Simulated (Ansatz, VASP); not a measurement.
## One calculation of Te, two programs

```xyz
1
Lattice="-1.7178 1.7178 1.7178 1.7178 -1.7178 1.7178 1.7178 1.7178 -1.7178" Properties=species:S:1:pos:R:3 pbc="T T T"
Te    0.0000    0.0000    0.0000
```

Change from the starting cell: volume scaled by 0.76, LAPW.

Alike in both runs: task single point; functional LDA; k mesh 15 × 15 × 15; occupations fermi-dirac, width 0.1 eV; no spin polarisation.

```csv
,VASP,Ansatz
version,VASP 6.6.1,Ansatz 0.2.0
potentials or method,"VASP PAW LDA potentials, release 64 (Te), cutoff 520 eV","all-electron LAPW, scalar-relativistic"
```

VASP gave:

* pressure (GPa): 35.2

Which values does Ansatz return?

Pressure (GPa): 34.8.

LDA's correlation is that of Perdew and Zunger in VASP and of Perdew and Wang (1992) in Ansatz. Both programs put the cell under a high pressure, so it lies far from rest at this level. Ansatz ran all-electron here, and VASP with PAW potentials.

Spin-orbit coupling is off throughout.
